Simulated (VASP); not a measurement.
# CaHg2Ge2 (I4/mmm) in VASP: single point with r2SCAN

Aim: the single point of CaHg2Ge2 with r2SCAN.

All numbers are computed with VASP 6.6.1; they aren't measurements. Logs are shortened: lines on timing, memory, paths and dates and some standing lists are left out, and cuts for length are marked.

## (1) The cell of the first run

Symmetry: I4/mmm, No. 139, tetragonal system. The conventional cell has a = 4.516 Å, b = 4.516 Å, c = 11.638 Å, α = 90.00°, β = 90.00°, γ = 90.00°. Ge (site symmetry 4mm) has 1 Ge at 2.65 Å and 4 Hg at 2.76 Å and 4 Ca at 3.46 Å within 3.5 Å. Ca (site symmetry 4/mmm) has 10 Ge at 3.46 to 4.49 Å and 8 Hg at 3.68 Å and 4 Ca at 4.52 Å within 4.6 Å. Within 3.7 Å of Hg (site symmetry -4m2) lie 4 Ge at 2.76 Å and 4 Hg at 3.19 Å and 4 Ca at 3.68 Å.

## (2) Single point, r2SCAN

POSCAR

```
CaHg2Ge2
1.0
    0.0000000000      4.5159220000      0.0000000000
    4.5159220000      0.0000000000      0.0000000000
    2.2579610000      2.2579610000     -5.8192110000
Ge Ca Hg
2 1 2
Direct
    0.3860000000      0.3860000000      0.2280000000
    0.6140000000      0.6140000000      0.7720000000
    0.0000000000      0.0000000000      0.0000000000
    0.7500000000      0.2500000000      0.5000000000
    0.2500000000      0.7500000000      0.5000000000
```

INCAR.step1

```
SYSTEM = CaHg2Ge2
ALGO = Normal
EDIFF = 1E-4
ENCUT = 520
GGA = PE
ISMEAR = 0
LASPH = .True.
LCHARG = .False.
LREAL = .False.
LWAVE = .True.
NBANDS = 39
NELM = 100
PREC = Accurate
SIGMA = 0.0164
```

INCAR.step2

```
SYSTEM = CaHg2Ge2
ALGO = Normal
EDIFF = 1E-6
ENCUT = 520
ISIF = 2
ISMEAR = 0
ISTART = 1
LASPH = .True.
LCHARG = .True.
LELF = .True.
LMIXTAU = .True.
LREAL = .False.
LVHAR = .True.
LWAVE = .False.
METAGGA = R2SCAN
NBANDS = 39
NELM = 100
PREC = Accurate
SIGMA = 0.0164
```

KPOINTS

```
k-points
0
Gamma
  6 6 6
  0 0 0
```

Potentials or basis: VASP PAW PBE potentials, release 64 (Ge_d, Ca_sv, Hg).

Run with:

```sh
$ cat potpaw_PBE.64/Ge_d/POTCAR potpaw_PBE.64/Ca_sv/POTCAR potpaw_PBE.64/Hg/POTCAR > POTCAR
$ cp INCAR.step1 INCAR
$ mpirun -np 1 vasp_std > vasp.out
$ cp INCAR.step2 INCAR
$ mpirun -np 1 vasp_std > vasp.out
```

OUTCAR:

```text
SYSTEM = CaHg2Ge2
   EDIFF = 1E-6
   ENCUT = 520
   ISIF = 2
   ISMEAR = 0
   ISTART = 1
   LASPH = .True.
   LREAL = .False.
   METAGGA = R2SCAN
   NELM = 100
   PREC = Accurate

 ion  position               nearest neighbor table
   1  0.386  0.386  0.228-   2 2.65   4 2.76   5 2.76   5 2.76   4 2.76
   2  0.614  0.614  0.772-   1 2.65   4 2.76   5 2.76   4 2.76   5 2.76
   3  0.000  0.000  0.000-
   4  0.750  0.250  0.500-   1 2.76   2 2.76   1 2.76   2 2.76   5 3.19   5 3.19   5 3.19   5 3.19

   5  0.250  0.750  0.500-   1 2.76   2 2.76   1 2.76   2 2.76   4 3.19   4 3.19   4 3.19   4 3.19

  LATTYP: Found a body centered tetragonal cell.
 ALAT       =     4.5159220000
 C/A-ratio  =     2.5771973032

  Lattice vectors:

 A1 = (  -2.2579610000,   2.2579610000,   5.8192110000)
 A2 = (   2.2579610000,  -2.2579610000,   5.8192110000)
 A3 = (   2.2579610000,   2.2579610000,  -5.8192110000)

Analysis of symmetry for initial positions (statically):
=====================================================================
 Subroutine PRICEL returns:
 Original cell was already a primitive cell.

 Routine SETGRP: Setting up the symmetry group for a
 body centered tetragonal supercell.

 Subroutine GETGRP returns: Found 16 space group operations
 (whereof 16 operations were pure point group operations)
 out of a pool of 16 trial point group operations.

The static configuration has the point symmetry D_4h.

Analysis of symmetry for dynamics (positions and initial velocities):
=====================================================================
 Subroutine PRICEL returns:
 Original cell was already a primitive cell.

 Routine SETGRP: Setting up the symmetry group for a
 body centered tetragonal supercell.

 Subroutine GETGRP returns: Found 16 space group operations
 (whereof 16 operations were pure point group operations)
 out of a pool of 16 trial point group operations.

The dynamic configuration has the point symmetry D_4h.

 Subroutine INISYM returns: Found 16 space group operations
 (whereof 16 operations are pure point group operations),
 and found     1 'primitive' translations

----------------------------------------------------------------------------------------

                                     Primitive cell

  volume of cell :     118.6744

  direct lattice vectors                    reciprocal lattice vectors
     0.000000000  4.515922000  0.000000000     0.000000000  0.221438723  0.085922301
     4.515922000  0.000000000  0.000000000     0.221438723  0.000000000  0.085922301
     2.257961000  2.257961000 -5.819211000     0.000000000  0.000000000 -0.171844602

  length of vectors
     4.515922000  4.515922000  6.637770139     0.237524209  0.237524209  0.171844602

  position of ions in fractional coordinates (direct lattice)
     0.386000000  0.386000000  0.228000000
     0.614000000  0.614000000  0.772000000
     0.000000000  0.000000000  0.000000000
     0.750000000  0.250000000  0.500000000
     0.250000000  0.750000000  0.500000000

  ion indices of the primitive-cell ions
   primitive index   ion index
                 1           1
                 2           2
                 3           3
                 4           4
                 5           5

----------------------------------------------------------------------------------------

 KPOINTS: k-points

Automatic generation of k-mesh.
 Grid dimensions read from file:
 generate k-points for:    6    6    6

 Generating k-lattice:

  Cartesian coordinates                     Fractional coordinates (reciprocal lattice)
     0.000000000  0.036906454  0.014320384     0.166666667  0.000000000 -0.000000000
     0.036906454  0.000000000  0.014320384     0.000000000  0.166666667 -0.000000000
     0.000000000  0.000000000 -0.028640767     0.000000000  0.000000000  0.166666667

  Length of vectors
     0.039587368  0.039587368  0.028640767

  Shift w.r.t. Gamma in fractional coordinates (k-lattice)
     0.000000000  0.000000000  0.000000000

 Subroutine IBZKPT returns following result:
 ===========================================

 Found     30 irreducible k-points:

 Following reciprocal coordinates:
            Coordinates               Weight
  0.000000  0.000000  0.000000      1.000000
  0.166667  0.000000  0.000000      8.000000
  0.333333  0.000000  0.000000      8.000000
  0.500000  0.000000  0.000000      4.000000
  0.166667  0.166667  0.000000      8.000000
  0.333333  0.166667  0.000000     16.000000
[... 16 lines left out ...]
 -0.333333 -0.333333  0.166667      4.000000
 -0.166667 -0.333333  0.166667     16.000000
 [... further k-points ...]
   k-points           NKPTS =     30   k-points in BZ     NKDIM =     30   number of bands    NBANDS=     39
   number of dos      NEDOS =    301   number of ions     NIONS =      5
   total plane-waves  NPLWV =  64800
   dimension x,y,z NGX =    36 NGY =   36 NGZ =   50
   dimension x,y,z NGXF=    72 NGYF=   72 NGZF=  100
   ions per type =               2   1   2
   NGX,Y,Z   is equivalent  to a cutoff of  13.25, 13.25, 12.52 a.u.
   NGXF,Y,Z  is equivalent  to a cutoff of  26.51, 26.51, 25.05 a.u.
 SYSTEM =  CaHg2Ge2
   PREC   = accura    normal or accurate (medium, high low for compatibility)
   ISTART =      1    job   : 0-new  1-cont  2-samecut
   ICHARG =      0    charge: 1-file 2-atom 10-const
   ISPIN  =      1    spin polarized calculation?
   LNONCOLLINEAR =      F non collinear calculations
   LSORBIT =      F    spin-orbit coupling
   LASPH  =      T    aspherical Exc in radial PAW
   ENCUT  =  520.0 eV  38.22 Ry    6.18 a.u.   8.40  8.40 12.34*2*pi/ulx,y,z
   NELM   =    100;   NELMIN=  2; NELMDL=  0     # of ELM steps
   EDIFF  = 0.1E-05   stopping-criterion for ELM
   LREAL  =      F    real-space projection
   EDIFFG = 0.1E-04   stopping-criterion for IOM
   NSW    =      0    number of steps for IOM
   IBRION =     -1    ionic relax: 0-MD 1-quasi-New 2-CG
   NFREE  =      0    steps in history (QN), initial steepest desc. (CG)
   ISIF   =      2    stress and relaxation
   ISYM   =      2    0-nonsym 1-usesym 2-fastsym
   POTIM  = 0.5000    time-step for ionic-motion
   TEBEG  =    0.0;   TEEND  =   0.0 temperature during run
   PSTRESS=    0.0 pullay stress
   NELECT =      62.0000    total number of electrons
   NUPDOWN=      -1.0000    fix difference up-down
   EMIN   =  10.00;   EMAX   =-10.00  energy-range for DOS
   EFERMI =   0.00;   METHOD = LEGACY
   ISMEAR =     0;   SIGMA  =   0.02  broadening in eV -4-tet -1-fermi 0-gaus
   EFERMI_NEDOS =   21; number of points for ismear=-14 and -15
   IALGO  =     38    algorithm
   IMIX   =      4    mixing-type and parameters
     AMIX     =   0.40;   BMIX     =  1.00
     AMIX_MAG =   1.60;   BMIX_MAG =  1.00
  volume/ion in A,a.u.               =      23.73       160.17
  Fermi-wavevector in a.u.,A,eV,Ry     =   1.318519  2.491640 23.653626  1.738492
  Thomas-Fermi vector in A             =   2.448483
   LORBIT       =      0    0 simple, 1 ext, 2 COOP (PROOUT), +10 PAW based schemes
   METAGGA = R2SCAN    functional components
   LHFCALC =     F    Hartree Fock is set to
   AEXX    =    0.0000 exact exchange contribution
   IVDW    =     0    specifies the selected vdW correction
   LEPSILON=     F    determine dielectric tensor
   LRPA    =     F    only Hartree local field effects (RPA)
 non-spin polarized calculation
 Gauss-broadening in eV      SIGMA  =   0.02
  energy-cutoff  :      520.00
  volume of cell :      118.67
 maximum number of plane-waves:      3230
 NGX is ok and might be reduce to    36
   NGX = 17   NGY = 17   NGZ = 25

 number of electron      61.9999993 magnetization

 Free energy of the ion-electron system (eV)
  ---------------------------------------------------
  ext. energy  EPLUGINS =         0.00000000
  ---------------------------------------------------
  free energy    TOTEN  =      -134.18938238 eV

  energy without entropy =     -134.18920147  energy(sigma->0) =     -134.18929193

 E-fermi :   4.5776     XC(G=0): -10.9875

 val. band max:        4.5590204387   @ k =   0.5000   0.5000   0.0000
 cond. band min:       4.5849765551   @ k =   0.0000   0.0000   0.1667
 fundamental gap:      0.0259561165
 Fermi energy:         4.5775797729

 k-point     1 :       0.0000    0.0000    0.0000
  band No.  band energies     occupation
      1     -39.7492      2.00000
      2     -21.1044      2.00000
      3     -21.0553      2.00000
      4     -21.0553      2.00000
      5     -21.0062      2.00000
      6     -21.0062      2.00000
[... 31 lines left out ...]
     38       8.1671      0.00000
     39       8.1671      0.00000

 k-point     2 :       0.1667    0.0000    0.0000
  band No.  band energies     occupation
      1     -39.7491      2.00000
      2     -21.1043      2.00000
      3     -21.0555      2.00000
      4     -21.0553      2.00000
      5     -21.0064      2.00000
      6     -21.0062      2.00000
[... 31 lines left out ...]
     38       8.0558      0.00000
     39       8.3379      0.00000

 k-point     3 :       0.3333    0.0000    0.0000
  band No.  band energies     occupation
      1     -39.7488      2.00000
      2     -21.1041      2.00000
      3     -21.0559      2.00000
      4     -21.0552      2.00000
      5     -21.0067      2.00000
      6     -21.0061      2.00000
[... 31 lines left out ...]
     38       8.2082      0.00000
     39       8.5485      0.00000

 k-point     4 :       0.5000    0.0000    0.0000
  band No.  band energies     occupation
      1     -39.7486      2.00000
      2     -21.1040      2.00000
      3     -21.0561      2.00000
      4     -21.0551      2.00000
      5     -21.0069      2.00000
      6     -21.0060      2.00000
[... 31 lines left out ...]
     38       8.3879      0.00000
     39       8.9050      0.00000
[... 754 lines left out ...]
     38       8.0426      0.00000
     39       8.5172      0.00000

 k-point    23 :      -0.3333   -0.3333    0.1667
  band No.  band energies     occupation
      1     -39.7484      2.00000
      2     -21.1037      2.00000
      3     -21.0575      2.00000
      4     -21.0554      2.00000
      5     -21.0074      2.00000
      6     -21.0057      2.00000
[... 31 lines left out ...]
     38       8.2682      0.00000
     39       8.6425      0.00000

 k-point    24 :      -0.1667   -0.3333    0.1667
  band No.  band energies     occupation
      1     -39.7486      2.00000
      2     -21.1040      2.00000
      3     -21.0566      2.00000
      4     -21.0552      2.00000
      5     -21.0068      2.00000
      6     -21.0059      2.00000
[... 31 lines left out ...]
     38       8.0978      0.00000
     39       8.5284      0.00000

 [... further k-points ...]

------------------------ aborting loop because EDIFF is reached ----------------------------------------

  FORCE on cell =-STRESS in cart. coord.  units (eV):
  Direction    XX          YY          ZZ          XY          YZ          ZX
  --------------------------------------------------------------------------------------
  -------------------------------------------------------------------------------------
  Total        1.0955042      1.0955042     -1.6489286      0.0000000      0.0000000      0.0000000
  in kB       14.7899825     14.7899825    -22.2615527      0.0000000      0.0000000      0.0000000
  external PRESSURE =       2.4394708 kB  Pullay stress =       0.0000000 kB

 VOLUME and BASIS-vectors are now :
 -----------------------------------------------------------------------------
  energy-cutoff  :      520.00
  volume of cell :      118.67
      direct lattice vectors                 reciprocal lattice vectors
     0.000000000  4.515922000  0.000000000     0.000000000  0.221438723  0.085922301
     4.515922000  0.000000000  0.000000000     0.221438723  0.000000000  0.085922301
     2.257961000  2.257961000 -5.819211000     0.000000000  0.000000000 -0.171844602

 POSITION                                       TOTAL-FORCE (eV/Angst)
 -----------------------------------------------------------------------------------
      2.25796      2.25796     -1.32678         0.000000      0.000000      1.142823
      4.51592      4.51592     -4.49243        -0.000000     -0.000000     -1.142823
      0.00000      0.00000      0.00000         0.000000      0.000000     -0.000000
      2.25796      4.51592     -2.90961        -0.000000      0.000000     -0.000000
      4.51592      2.25796     -2.90961        -0.000000     -0.000000      0.000000
 -----------------------------------------------------------------------------------
    total drift:                                0.000000      0.000000     -0.000000

  FREE ENERGIE OF THE ION-ELECTRON SYSTEM (eV)
  ---------------------------------------------------
  free  energy   TOTEN  =      -134.1893823848 eV

  energy  without entropy=     -134.1892014714  energy(sigma->0) =     -134.18929193
```

Wall time 5.5 min (1 thread of Intel Xeon Platinum 8375C at 2.90GHz (Ice Lake), shared host); peak memory 0.34 GiB.

Results:

* Free energy: -134.1894 eV
* Pressure: 0.2 GPa
* Largest force: 1.143 eV/Å
* Band gap on the k mesh: zero (bands 31 and 32 overlap by 0.69 eV)

Forces in eV/Å, atoms in the order of the input:
```
Ge   0.000  0.000  1.143
Ge   0.000  0.000 -1.143
Ca   0.000  0.000  0.000
Hg   0.000  0.000  0.000
Hg   0.000  0.000  0.000
```

Stress tensor (GPa, compression positive):
```
 1.48  0.00  0.00
 0.00  1.48  0.00
 0.00  0.00 -2.23
```

Caveat: the PAW data sets were made with another functional, which shifts forces and pressure a little; spin-orbit coupling is left out, which moves the levels of the heavy elements.
